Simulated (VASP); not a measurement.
Write the native input for VASP 6.6.1 that does the following.

```
Task                   : single point
Functional             : PBEsol
Potentials or basis    : VASP PAW PBE potentials, release 64 (Ga_d, Sb)
Cutoff                 : 520 eV
k mesh                 : 14 × 14 × 14
Occupations            : gaussian, width 0.1 eV
Spin                   : no spin polarisation
Dipole correction      : no
Further INCAR settings : ALGO = Fast; EDIFF = 1e-06; NBANDS = 30
```

The structure of Ga3Sb lies in POSCAR:

```
Ga3Sb
1.0
   -2.2785733544      2.2785733544      4.2074679875
    2.2785733544     -2.2785733544      4.2074679875
    2.2785733544      2.2785733544     -4.2074679875
Ga Sb
3 1
Direct
    0.7500000000      0.2500000000      0.5000000000
    0.2500000000      0.7500000000      0.5000000000
    0.5000000000      0.5000000000      0.0000000000
    0.0000000000      0.0000000000      0.0000000000
```

The input as run:

INCAR

```
ALGO = Fast ; EDIFF = 1E-6
ENCUT = 520 ; GGA = PS
ISIF = 2 ; ISMEAR = 0
LASPH = True ; LCHARG = False
LREAL = False ; LWAVE = False
NBANDS = 30 ; NELM = 80
PREC = Accurate ; SIGMA = 0.1
```

KPOINTS

```
k-points
0
Gamma
  14 14 14
```

Potentials or basis: VASP PAW PBE potentials, release 64 (Ga_d, Sb).

Run with:

```sh
$ cat potpaw_PBE.64/Ga_d/POTCAR potpaw_PBE.64/Sb/POTCAR > POTCAR
$ mpirun -np 1 vasp_std > vasp.out
```

It gave:

* Pressure: -2.6 GPa
* Band gap on the k mesh: zero (bands 22 and 23 overlap by 4.37 eV)

Caveat: the PAW data sets were made with another functional, which shifts forces and pressure a little; spin-orbit coupling is left out, which moves the levels of the heavy elements.

Wall time 8.3 min on 1 thread of Intel(R) Xeon(R) Platinum 8488C (Sapphire Rapids), with other jobs on the host, peak memory 0.64 GiB.
